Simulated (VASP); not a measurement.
Input of a VASP 6.6.1 run:

POSCAR

```
GaSb
1.0
    3.0309935004      3.0309935004      0.0000000000
   -3.0309935004      3.0309935004      0.0000000000
    0.0000000000      3.0309935004      3.0309935004
Ga Sb
1 1
Direct
    0.0000000000      0.0000000000      0.0000000000
    0.7500000000      0.2500000000      0.5000000000
```

The input INCAR.step1:

```
  PREC = Accurate
  ENCUT = 520
  ISMEAR = 0
  SIGMA = 0.01
  LREAL = False
  LASPH = True
  NELM = 60
  NBANDS = 16
  GGA = PE
  ALGO = Normal
  EDIFF = 1E-4
  LWAVE = True
  LCHARG = False
```

Contents of INCAR.step2:

```
  PREC = Accurate
  ENCUT = 520
  EDIFF = 1E-6
  ISMEAR = 0
  SIGMA = 0.01
  LREAL = False
  LASPH = True
  NELM = 60
  ALGO = Normal
  ISIF = 2
  LWAVE = False
  LCHARG = False
  METAGGA = R2SCAN
  LMIXTAU = True
  NBANDS = 16
  ISTART = 1
```

The input KPOINTS:

```
regular mesh
0
Gamma
  6 6 6
```

Potentials or basis: VASP PAW PBE potentials, release 64 (Ga_d, Sb).

Launch:

```console
$ cat potpaw_PBE.64/Ga_d/POTCAR potpaw_PBE.64/Sb/POTCAR > POTCAR
$ cp INCAR.step1 INCAR
$ mpirun -np 1 vasp_std > vasp.out
$ cp INCAR.step2 INCAR
$ mpirun -np 1 vasp_std > vasp.out
```

Q: What does it give for the band gap on the k mesh?

A: 0.66 eV, direct.

Q: What does it give for the pressure?

A: 2.1 GPa.

Caveat: the PAW data sets were made with another functional, which shifts forces and pressure a little; spin-orbit coupling is left out, which moves the levels of the heavy elements. r2SCAN opens gaps a little over a GGA but as a rule still falls short of measured ones.
